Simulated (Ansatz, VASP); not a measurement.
## One calculation of AlGaN2, two programs

POSCAR

```
AlGaN2
1.0
    3.3834072354      0.0000000000      0.0000000000
    0.0000000000      3.3834072354      0.0000000000
    0.0000000000      0.0000000000      3.8123479684
Al Ga N
1 1 2
Direct
    0.5000000000      0.5000000000      0.5000000000
    0.0000000000      0.0000000000      0.0000000000
    0.5000000000      0.0000000000      0.7382648100
    0.0000000000      0.5000000000      0.2617351900
```

Contents of INCAR.step1:

```
ALGO     = Normal         # electronic algorithm
EDIFF    = 1E-4           # SCF threshold, eV
ENCUT    = 520            # plane-wave cutoff, eV
GGA      = PE             # functional
ISMEAR   = 0              # smearing method
LASPH    = T              # aspherical terms in the spheres
LCHARG   = F              # write CHGCAR
LREAL    = F              # projectors in reciprocal space
LWAVE    = T              # write WAVECAR
NBANDS   = 21             # bands
NELM     = 60             # most SCF steps
PREC     = Accurate       # precision mode
SIGMA    = 0.05           # smearing width, eV
```

Contents of INCAR.step2:

```
ALGO     = Normal         # electronic algorithm
EDIFF    = 1E-6           # SCF threshold, eV
ENCUT    = 520            # plane-wave cutoff, eV
ISIF     = 2              # what is computed and relaxed
ISMEAR   = 0              # smearing method
ISTART   = 1            
LASPH    = T              # aspherical terms in the spheres
LCHARG   = F              # write CHGCAR
LMIXTAU  = T            
LREAL    = F              # projectors in reciprocal space
LWAVE    = F              # write WAVECAR
METAGGA  = R2SCAN         # meta-GGA
NBANDS   = 21             # bands
NELM     = 60             # most SCF steps
PREC     = Accurate       # precision mode
SIGMA    = 0.05           # smearing width, eV
```

KPOINTS

```
k-points
0
Gamma
  8 8 6
```

Input for Ansatz:

```yaml
crystal:
  lattice:
    - [3.3834072354, 0.0, 0.0]
    - [0.0, 3.3834072354, 0.0]
    - [0.0, 0.0, 3.8123479684]
  atoms:
    - { symbol: Al, position: [0.5, 0.5, 0.5] }
    - { symbol: Ga, position: [0.0, 0.0, 0.0] }
    - { symbol: "N", position: [0.5, 0.0, 0.73826481] }
    - { symbol: "N", position: [0.0, 0.5, 0.26173519] }
basis:
  ecutwfc: 500
kpoints:
  mp_grid: { grid: [8, 8, 6] }
hamiltonian:
  xc: r2scan
scf:
  occupations: { method: gaussian, width: 0.05 }
output:
  forces: true
  stress: true
  eigenvalues: true
```

Alike in both runs: task single point; functional r2SCAN; k mesh 8 × 8 × 6; occupations gaussian, width 0.05 eV; no spin polarisation.

|  | VASP | Ansatz |
| --- | --- | --- |
| version | VASP 6.6.1 | Ansatz 0.2.0 |
| potentials or method | VASP PAW PBE potentials, release 64 (Al, Ga_d, N), cutoff 520 eV | scalar-relativistic, plane waves, PAW |
| valence electrons in the cell | 26 | 26 |

```tsv
	VASP	Ansatz	Ansatz less VASP
gap on the k mesh at the Fermi level (eV)	2.90	2.89	-0.010
least direct gap on the mesh (eV)	2.90	2.89	-0.010
pressure (GPa)	-4.3	-4.6	-0.32
traceless stress, the component that is largest in VASP (GPa)	12.71	12.78	+0.067
rms of the force components (eV/Å)	0.139	0.110	-0.0291
```

VASP's potentials were made for PBE, not for r2SCAN. Atom by atom the forces differ by 0.029 eV/Å (rms over components).
